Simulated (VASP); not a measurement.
# Hg (I4/mmm) in VASP: single point with PBE+D3(BJ)

Aim: the single point of Hg with PBE+D3(BJ).

All numbers are computed with VASP 6.6.1; they aren't measurements. Logs are shortened: lines on timing, memory, paths and dates and some standing lists are left out, and cuts for length are marked.

### Step 1. The cell of the first run

Symmetry: I4/mmm, No. 139, tetragonal system. The conventional cell has a = 3.328 Å, b = 3.328 Å, c = 4.942 Å, α = 90.00°, β = 90.00°, γ = 90.00°. Hg (site symmetry 4/mmm) has 12 Hg at 3.33 to 3.41 Å within 4.4 Å.

### Step 2. Single point, PBE+D3(BJ)

Input file INCAR:

```
PREC     = Accurate       # precision mode
ENCUT    = 520            # plane-wave cutoff, eV
EDIFF    = 1E-6           # SCF threshold, eV
ISMEAR   = 0              # smearing method
SIGMA    = 0.15           # smearing width, eV
LREAL    = False          # projectors in reciprocal space
LASPH    = True           # aspherical terms in the spheres
NELM     = 80             # most SCF steps
ALGO     = Fast           # electronic algorithm
ISIF     = 2              # what is computed and relaxed
LWAVE    = False          # write WAVECAR
LCHARG   = True           # write CHGCAR
GGA      = PE             # functional
IVDW     = 12             # dispersion correction
LELF     = True           # ELF
LVHAR    = True         
NBANDS   = 12             # bands
```

Input file KPOINTS:

```
Automatic mesh
0
Gamma
  20 20 20
```

Input file POSCAR:

```
Hg
1.0
    0.0000000000      2.3533254169      2.4709916877
    2.3533254169      0.0000000000      2.4709916877
    2.3533254169      2.3533254169      0.0000000000
Hg
1
Direct
    0.0000000000      0.0000000000      0.0000000000
```

Potentials or basis: VASP PAW PBE potentials, release 64 (Hg).

Launch:

```
cat potpaw_PBE.64/Hg/POTCAR > POTCAR
mpirun -np 1 vasp_std > vasp.out
```

OUTCAR:

```text
PREC = Accurate
   ENCUT = 520
   EDIFF = 1E-6
   ISMEAR = 0
   LREAL = False
   LASPH = True
   NELM = 80
   ISIF = 2
   GGA = PE
   IVDW = 12
 IVDW          = 12

 ion  position               nearest neighbor table
   1  0.000  0.000  0.000-

  LATTYP: Found a body centered tetragonal cell.
 ALAT       =     3.3281047213
 C/A-ratio  =     1.4849242405

  Lattice vectors:

 A1 = (  -2.3533254169,   0.0000000000,   2.4709916877)
 A2 = (   2.3533254169,   0.0000000000,   2.4709916877)
 A3 = (   0.0000000000,   2.3533254169,  -2.4709916877)

Analysis of symmetry for initial positions (statically):
=====================================================================
 Subroutine PRICEL returns:
 Original cell was already a primitive cell.

 Routine SETGRP: Setting up the symmetry group for a
 body centered tetragonal supercell.

 Subroutine GETGRP returns: Found 16 space group operations
 (whereof 16 operations were pure point group operations)
 out of a pool of 16 trial point group operations.

The static configuration has the point symmetry D_4h.

Analysis of symmetry for dynamics (positions and initial velocities):
=====================================================================
 Subroutine PRICEL returns:
 Original cell was already a primitive cell.

 Routine SETGRP: Setting up the symmetry group for a
 body centered tetragonal supercell.

 Subroutine GETGRP returns: Found 16 space group operations
 (whereof 16 operations were pure point group operations)
 out of a pool of 16 trial point group operations.

The dynamic configuration has the point symmetry D_4h.

 Subroutine INISYM returns: Found 16 space group operations
 (whereof 16 operations are pure point group operations),
 and found     1 'primitive' translations

----------------------------------------------------------------------------------------

                                     Primitive cell

  volume of cell :      27.3694

  direct lattice vectors                    reciprocal lattice vectors
     0.000000000  2.353325417  2.470991688    -0.212465304  0.212465304  0.202347909
     2.353325417  0.000000000  2.470991688     0.212465304 -0.212465304  0.202347909
     2.353325417  2.353325417  0.000000000     0.212465304  0.212465304 -0.202347909

  length of vectors
     3.412321854  3.412321854  3.328104721     0.362253622  0.362253622  0.362253622

  position of ions in fractional coordinates (direct lattice)
     0.000000000  0.000000000  0.000000000

  ion indices of the primitive-cell ions
   primitive index   ion index
                 1           1

----------------------------------------------------------------------------------------

 KPOINTS: Automatic mesh

Automatic generation of k-mesh.
 Grid dimensions read from file:
 generate k-points for:   20   20   20

 Generating k-lattice:

  Cartesian coordinates                     Fractional coordinates (reciprocal lattice)
    -0.010623265  0.010623265  0.010117395     0.050000000  0.000000000  0.000000000
     0.010623265 -0.010623265  0.010117395     0.000000000  0.050000000  0.000000000
     0.010623265  0.010623265 -0.010117395     0.000000000  0.000000000  0.050000000

  Length of vectors
     0.018112681  0.018112681  0.018112681

  Shift w.r.t. Gamma in fractional coordinates (k-lattice)
     0.000000000  0.000000000  0.000000000

 Subroutine IBZKPT returns following result:
 ===========================================

 Found    641 irreducible k-points:

 Following reciprocal coordinates:
            Coordinates               Weight
  0.000000  0.000000  0.000000      1.000000
  0.050000 -0.000000  0.000000      8.000000
  0.100000  0.000000  0.000000      8.000000
  0.150000  0.000000  0.000000      8.000000
  0.200000  0.000000  0.000000      8.000000
  0.250000  0.000000  0.000000      8.000000
[... 16 lines left out ...]
 -0.400000  0.050000  0.000000      8.000000
 -0.350000  0.050000  0.000000      8.000000
 [... further k-points ...]
   k-points           NKPTS =    641   k-points in BZ     NKDIM =    641   number of bands    NBANDS=     12
   number of dos      NEDOS =    301   number of ions     NIONS =      1
   total plane-waves  NPLWV =  21952
   dimension x,y,z NGX =    28 NGY =   28 NGZ =   28
   dimension x,y,z NGXF=    56 NGYF=   56 NGZF=   56
   ions per type =               1
   NGX,Y,Z   is equivalent  to a cutoff of  13.64, 13.64, 13.99 a.u.
   NGXF,Y,Z  is equivalent  to a cutoff of  27.28, 27.28, 27.97 a.u.
 SYSTEM =  unknown system
   PREC   = accura    normal or accurate (medium, high low for compatibility)
   ISTART =      0    job   : 0-new  1-cont  2-samecut
   ICHARG =      2    charge: 1-file 2-atom 10-const
   ISPIN  =      1    spin polarized calculation?
   LNONCOLLINEAR =      F non collinear calculations
   LSORBIT =      F    spin-orbit coupling
   LASPH  =      T    aspherical Exc in radial PAW
   ENCUT  =  520.0 eV  38.22 Ry    6.18 a.u.   6.34  6.34  6.19*2*pi/ulx,y,z
   NELM   =     80;   NELMIN=  2; NELMDL= -5     # of ELM steps
   EDIFF  = 0.1E-05   stopping-criterion for ELM
   LREAL  =      F    real-space projection
   EDIFFG = 0.1E-04   stopping-criterion for IOM
   NSW    =      0    number of steps for IOM
   IBRION =     -1    ionic relax: 0-MD 1-quasi-New 2-CG
   NFREE  =      0    steps in history (QN), initial steepest desc. (CG)
   ISIF   =      2    stress and relaxation
   ISYM   =      2    0-nonsym 1-usesym 2-fastsym
   POTIM  = 0.5000    time-step for ionic-motion
   TEBEG  =    0.0;   TEEND  =   0.0 temperature during run
   PSTRESS=    0.0 pullay stress
   NELECT =      12.0000    total number of electrons
   NUPDOWN=      -1.0000    fix difference up-down
   EMIN   =  10.00;   EMAX   =-10.00  energy-range for DOS
   EFERMI =   0.00;   METHOD = LEGACY
   ISMEAR =     0;   SIGMA  =   0.15  broadening in eV -4-tet -1-fermi 0-gaus
   EFERMI_NEDOS =   21; number of points for ismear=-14 and -15
   IALGO  =     68    algorithm
   IMIX   =      4    mixing-type and parameters
     AMIX     =   0.40;   BMIX     =  1.00
     AMIX_MAG =   1.60;   BMIX_MAG =  1.00
  volume/ion in A,a.u.               =      27.37       184.70
  Fermi-wavevector in a.u.,A,eV,Ry     =   1.243694  2.350241 21.045144  1.546774
  Thomas-Fermi vector in A             =   2.377993
   LORBIT       =      0    0 simple, 1 ext, 2 COOP (PROOUT), +10 PAW based schemes
   GGA     = PE    functional components
   LHFCALC =     F    Hartree Fock is set to
   AEXX    =    0.0000 exact exchange contribution
   IVDW    =    12    specifies the selected vdW correction
   LEPSILON=     F    determine dielectric tensor
   LRPA    =     F    only Hartree local field effects (RPA)
 non-spin polarized calculation
 RMM-DIIS sequential band-by-band and
 Gauss-broadening in eV      SIGMA  =   0.15
  energy-cutoff  :      520.00
  volume of cell :       27.37
 maximum number of plane-waves:       752
 NGX is ok and might be reduce to    28
   NGX = 13   NGY = 13   NGZ = 13

 number of electron      11.9999999 magnetization

 Free energy of the ion-electron system (eV)
  ---------------------------------------------------
  ext. energy  EPLUGINS =         0.00000000
  ---------------------------------------------------
  free energy    TOTEN  =        -0.16022716 eV

  energy without entropy =       -0.15711239  energy(sigma->0) =       -0.15866977

 E-fermi :   1.4304     XC(G=0): -10.0514

 val. band max:        1.4270018896   @ k =  -0.4000   0.1000   0.4500
 cond. band min:       1.4366295233   @ k =  -0.4500   0.1500   0.0500
 fundamental gap:      0.0096276337
 Fermi energy:         1.4304236614

 k-point     1 :       0.0000    0.0000    0.0000
  band No.  band energies     occupation
      1      -6.2499      2.00000
      2      -5.0276      2.00000
      3      -4.8605      2.00000
      4      -4.8605      2.00000
      5      -4.5339      2.00000
      6      -4.3763      2.00000
      7      14.9379      0.00000
      8      15.0656      0.00000
      9      15.0656      0.00000
     10      15.1858      0.00000
     11      19.0243      0.00000
     12      19.8731      0.00000

 k-point     2 :       0.0500   -0.0000    0.0000
  band No.  band energies     occupation
      1      -6.1933      2.00000
      2      -5.0200      2.00000
      3      -4.8618      2.00000
      4      -4.8498      2.00000
      5      -4.5349      2.00000
      6      -4.3808      2.00000
      7      14.3227      0.00000
      8      14.9610      0.00000
      9      15.0286      0.00000
     10      15.0959      0.00000
     11      19.1324      0.00000
     12      19.8034      0.00000

 k-point     3 :       0.1000    0.0000    0.0000
  band No.  band energies     occupation
      1      -6.0299      2.00000
      2      -4.9996      2.00000
      3      -4.8608      2.00000
      4      -4.8209      2.00000
      5      -4.5336      2.00000
      6      -4.3918      2.00000
      7      12.7816      0.00000
      8      14.8457      0.00000
      9      14.9217      0.00000
     10      15.0594      0.00000
     11      18.7759      0.00000
     12      19.7451      0.00000
[... 286 lines left out ...]
 k-point    23 :      -0.4000    0.0500    0.0000
  band No.  band energies     occupation
      1      -5.5465      2.00000
      2      -4.9720      2.00000
      3      -4.8185      2.00000
      4      -4.1551      2.00000
      5      -4.0908      2.00000
      6      -1.5906      2.00000
      7       2.4558      0.00000
      8      11.6748      0.00000
      9      13.7135      0.00000
     10      14.5844      0.00000
     11      17.9788      0.00000
     12      18.4139      0.00000

 k-point    24 :      -0.3500    0.0500    0.0000
  band No.  band energies     occupation
      1      -5.5098      2.00000
      2      -4.9478      2.00000
      3      -4.7960      2.00000
      4      -4.2266      2.00000
      5      -4.1647      2.00000
      6      -2.5323      2.00000
      7       3.8727      0.00000
      8      11.7933      0.00000
      9      14.0875      0.00000
     10      14.8288      0.00000
     11      18.0352      0.00000
     12      18.4744      0.00000

 [... further k-points ...]

------------------------ aborting loop because EDIFF is reached ----------------------------------------

 Edisp (eV)   -0.38284

 E8    (eV) :    -0.1739

  FORCE on cell =-STRESS in cart. coord.  units (eV):
  Direction    XX          YY          ZZ          XY          YZ          ZX
  --------------------------------------------------------------------------------------
  -------------------------------------------------------------------------------------
  Total      -0.23679    -0.23679    -0.11051     0.00000     0.00000    -0.00000
  in kB     -13.86136   -13.86136    -6.46886     0.00000     0.00000    -0.00000
  external pressure =      -11.40 kB  Pullay stress =        0.00 kB

 VOLUME and BASIS-vectors are now :
 -----------------------------------------------------------------------------
  energy-cutoff  :      520.00
  volume of cell :       27.37
      direct lattice vectors                 reciprocal lattice vectors
     0.000000000  2.353325417  2.470991688    -0.212465304  0.212465304  0.202347909
     2.353325417  0.000000000  2.470991688     0.212465304 -0.212465304  0.202347909
     2.353325417  2.353325417  0.000000000     0.212465304  0.212465304 -0.202347909

 POSITION                                       TOTAL-FORCE (eV/Angst)
 -----------------------------------------------------------------------------------
      0.00000      0.00000      0.00000         0.000000      0.000000      0.000000
 -----------------------------------------------------------------------------------
    total drift:                               -0.000000      0.000000      0.000000

  FREE ENERGIE OF THE ION-ELECTRON SYSTEM (eV)
  ---------------------------------------------------
  free  energy   TOTEN  =        -0.5430641459 eV

  energy  without entropy=       -0.5399493721  energy(sigma->0) =       -0.54150676
```

Wall time 2.2 min (1 thread of Intel Xeon 8259CL, shared host); peak memory 0.3 GiB.

Results:

```
Free energy                : -0.5431 eV
Pressure                   : -1.1 GPa
Band gap on the k mesh     : zero (bands 6 and 7 overlap by 1.13 eV)
Dispersion energy per atom : -0.383 eV
```

Caveat: spin-orbit coupling is left out, which moves the levels of the heavy elements.
